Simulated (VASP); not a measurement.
The system is ZnS.

```
CELL_PARAMETERS angstrom
0.00000 2.60303 2.60303
2.60303 0.00000 2.60303
2.60303 2.60303 0.00000
ATOMIC_POSITIONS crystal
Zn 0.00000 0.00000 0.00000
S 0.25000 0.25000 0.25000
```

This cell differs from its parent crystal: strain -3.4%.

Base run:

- Program: VASP 6.6.1
- Functional: PBE
- Potentials or basis: VASP PAW PBE potentials, release 64 (Zn, S)
- Cutoff: 520 eV
- k mesh: 8 × 8 × 8
- Occupations: fermi-dirac, width 0.02 eV
- Spin: no spin polarisation

Its results: band gap on the k mesh 2.62 eV, direct; pressure 12.7 GPa.

The run is repeated on the same cell with these changes: functional from PBE to r2SCAN; occupations from fermi-dirac, width 0.02 eV to gaussian, width 0.01 eV. What comes out?

Band gap on the k mesh 3.21 eV, direct; pressure 10.3 GPa.

Caveats: the PAW data sets were made with another functional, which shifts forces and pressure a little (some runs).

A k mesh can miss the band edges.
